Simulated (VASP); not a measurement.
A run of VASP 6.6.1 is set up as follows.

The input POSCAR:

```
SrCl2
1.0
    0.0000000000      3.4976509413      3.4976509413
    3.4976509413      0.0000000000      3.4976509413
    3.4976509413      3.4976509413      0.0000000000
Sr Cl
1 2
Direct
    0.0000000000      0.0000000000      0.0000000000
    0.2500000000      0.2500000000      0.2500000000
    0.7500000000      0.7500000000      0.7500000000
```

Contents of INCAR.step1:

```
PREC = Accurate
ENCUT = 520
EDIFF = 1E-5
ISMEAR = 0
SIGMA = 0.01
LREAL = False
LASPH = True
NELM = 80
ALGO = Normal
ISIF = 2
LWAVE = True
LCHARG = False
NBANDS = 19
GGA = PE
```

INCAR.step2

```
PREC = Accurate
ENCUT = 520
EDIFF = 1E-6
ISMEAR = 0
SIGMA = 0.01
LREAL = False
LASPH = True
NELM = 80
ALGO = Normal
ISIF = 2
LWAVE = False
LCHARG = False
GGA = PE
LHFCALC = True
HFSCREEN = 0.2079
PRECFOCK = Normal
NBANDS = 19
ISTART = 1
```

Contents of KPOINTS:

```
regular mesh
0
Gamma
  4 4 4
```

Potentials or basis: VASP PAW PBE potentials, release 64 (Sr_sv, Cl).

Command:

```bash
$ cat potpaw_PBE.64/Sr_sv/POTCAR potpaw_PBE.64/Cl/POTCAR > POTCAR
$ cp INCAR.step1 INCAR
$ mpirun -np 1 vasp_std > vasp.out
$ cp INCAR.step2 INCAR
$ mpirun -np 1 vasp_std > vasp.out
```

(1) What does it give for the pressure?

(2) Predict the band gap on the k mesh.

Results:

(1) 0.3 GPa.

(2) 6.58 eV (least direct gap 6.82 eV).

Caveat: the PAW data sets were made with another functional, which shifts forces and pressure a little.
